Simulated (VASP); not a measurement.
## SnO2: single point with PBE+D3(BJ)

The system is SnO2.

```
CELL_PARAMETERS angstrom
-3.23725 0.00000 0.00000
-1.61863 -2.80354 0.00000
-1.94235 -1.12142 12.87548
ATOMIC_POSITIONS crystal
Sn 0.46667 0.46667 0.49998
Sn 0.93334 0.93334 0.16665
Sn 0.00001 0.00001 0.83332
O 0.56923 0.56923 0.24358
O 0.63590 0.63590 0.91025
O 0.10257 0.10257 0.57692
O 0.36411 0.36411 0.75638
O 0.83078 0.83078 0.42305
O 0.29745 0.29745 0.08972
```

* Program: VASP 6.6.1
* Task: single point
* Functional: PBE
* Dispersion: D3(BJ)
* Potentials or basis: VASP PAW PBE potentials, release 64 (Sn_d, O)
* Cutoff: 520 eV
* k mesh: 9 × 9 × 2
* Occupations: gaussian, width 0.05 eV
* Spin: no spin polarisation

```yaml
Pressure: 0.9 GPa
Largest_force: 0.196 eV/Å
Band_gap_on_the_k_mesh: 1.50 eV
Dispersion_energy_per_atom: -0.201 eV
```

Forces on the atoms (eV/Å):
```
Sn   0.000  0.000  0.000
Sn  -0.023 -0.013  0.194
Sn   0.023  0.013 -0.194
O   -0.001 -0.001  0.055
O   -0.131 -0.076  0.026
O    0.000  0.000  0.057
O    0.001  0.001 -0.055
O    0.000  0.000 -0.057
O    0.131  0.076 -0.026
```

Stress tensor (GPa, compression positive):
```
0.66 0.20 0.27
0.20 0.43 0.16
0.27 0.16 1.46
```

Levels at points of the mesh, in eV from the valence-band top:
```tsv
k point	band 36	band 37	band 38	band 39	band 40	band 41	band 42	band 43
(0.00, 0.00, 0.00)	-1.14	-1.13	-1.11	0.00	1.50	3.02	3.03	5.46
(0.00, 0.00, 0.50)	-1.12	-1.10	-0.63	-0.60	2.12	2.16	3.43	5.40
```

Wall time 110 s on 1 thread of Intel(R) Xeon(R) 6975P-C (Granite Rapids) (shared host), peak memory 0.36 GiB.

Caveat: spin-orbit coupling is left out, which moves the levels of the heavy elements.
